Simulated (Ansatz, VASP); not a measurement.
## TiN in VASP and in Ansatz

INCAR

```
SYSTEM = TiN
ALGO     = Normal         ! electronic algorithm
EDIFF    = 1E-8           ! SCF threshold, eV
ENCUT    = 520            ! plane-wave cutoff, eV
GGA      = PS             ! functional
GGA_COMPAT= .False.      
ISIF     = 2              ! what is computed and relaxed
ISMEAR   = -1             ! smearing method
LASPH    = .True.         ! aspherical terms in the spheres
LCHARG   = .False.        ! write CHGCAR
LEFG     = .True.       
LREAL    = .False.        ! projectors in reciprocal space
LWAVE    = .False.        ! write WAVECAR
NBANDS   = 16             ! bands
NELM     = 120            ! most SCF steps
PREC     = Accurate       ! precision mode
SIGMA    = 0.05           ! smearing width, eV
```

File KPOINTS:

```
k-points
0
Gamma
  13 13 13
  0 0 0
```

The input POSCAR:

```
TiN
1.0
    0.0000000000      2.1290498857      2.1290498857
    2.1290498857      0.0000000000      2.1290498857
    2.1290498857      2.1290498857      0.0000000000
Ti N
1 1
Direct
    0.0000000000      0.0000000000      0.0000000000
    0.5000000000      0.5000000000      0.5000000000
```

Input for Ansatz:

```yaml
crystal:
  lattice:
    - [0.0, 2.1290498857, 2.1290498857]
    - [2.1290498857, 0.0, 2.1290498857]
    - [2.1290498857, 2.1290498857, 0.0]
  atoms:
    - { symbol: Ti, position: [0.0, 0.0, 0.0] }
    - { symbol: "N", position: [0.5, 0.5, 0.5] }
kpoints:
  mp_grid: { grid: [13, 13, 13] }
scf:
  occupations: { method: fermi_dirac, width: 0.05 }
hamiltonian:
  xc: pbesol
  pseudopotentials: { kind: all_electron, datasets: crystal }
output:
  forces: true
  stress: true
  eigenvalues: true
  efg: { contact_densities: true }
```

Change from the starting cell: volume scaled by 1.01, crystal datasets.

Alike in both runs: task electric field gradients; functional PBEsol; k mesh 13 × 13 × 13; occupations fermi-dirac, width 0.05 eV; no spin polarisation.

|  | VASP | Ansatz |
| --- | --- | --- |
| version | VASP 6.6.1 | Ansatz 0.2.0 |
| potentials or method | VASP PAW PBE potentials, release 64 (Ti_sv, N), cutoff 520 eV | all-electron PAW with datasets made for the crystal, scalar-relativistic |

|  | VASP | Ansatz | Ansatz less VASP |
| --- | --- | --- | --- |
| pressure (GPa) | -10.2 | -10.7 | -0.48 |

VASP's potentials were made for PBE, not for PBEsol. Ansatz ran all-electron here, and VASP with PAW potentials.
